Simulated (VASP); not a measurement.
# Zr: relaxation of cell and atoms with LDA

Zr:

```
Zr
1.0
     0.00000    2.26633    2.26633
     2.26633    0.00000    2.26633
     2.26633    2.26633    0.00000
Zr
1
Direct
  0.00000 0.00000 0.00000
```

```yaml
Program: VASP 6.6.1
Task: relaxation of cell and atoms
Functional: LDA
Potentials_or_basis: VASP PAW LDA potentials, release 64 (Zr_sv)
Cutoff: 600 eV
k_mesh: 12 × 12 × 12
Occupations: fermi-dirac, width 0.1 eV
Spin: no spin polarisation
Dipole_correction: no
Further_INCAR_settings: ALGO = Normal; EDIFF = 1e-07; IBRION = 2; EDIFFG = -0.01; NSW = 80; ISIF = 3
```

```
Relaxed volume                         : 21.56 Å³/atom
Relaxed cell                           : a = 3.124 Å, b = 3.124 Å, c = 3.124 Å, α = 60.00°, β = 60.00°, γ = 60.00°
Space group after relaxing (to 0.05 Å) : Fm-3m (No. 225)
Energy gained by relaxing              : 38.1 meV/atom
Ionic steps                            : 4
Pressure after relaxing                : 0.1 GPa
Band gap on the k mesh                 : zero (band 6 reaches 10.53 eV, above the bottom of band 7 at 9.17 eV)
```

Step by step:
```tsv
step	energy change (eV)	largest force (eV/Å)	pressure (GPa)	volume (Å³)
1	0.0000	0.0000	-6.77	23.28
2	-0.0032	0.0000	8.07	20.12
3	-0.0381	0.0000	-0.09	21.60
4	-0.0381	0.0000	0.07	21.56
```

Final structure:
```xyz
1
Lattice="0.0000 2.2092 2.2092 2.2092 0.0000 2.2092 2.2092 2.2092 0.0000" Properties=species:S:1:pos:R:3 pbc="T T T"
Zr    2.2092    0.0000    2.2092
```

Levels at points of the mesh, in eV from the Fermi level:
```csv
k point,band 4,band 5,band 6,band 7,band 8,band 9
"(0.00, 0.00, 0.00)",-25.83,-5.64,0.97,0.97,0.97,3.62
"(0.50, 0.00, 0.00)",-25.98,-3.14,0.75,0.75,1.50,5.63
"(0.50, 0.50, 0.00)",-26.26,-3.29,-2.46,3.51,5.62,6.22
```

Wall time 30 s on 1 thread of AMD EPYC 9R45 96-Core Processor (Zen 5) (shared host), peak memory 0.13 GiB.
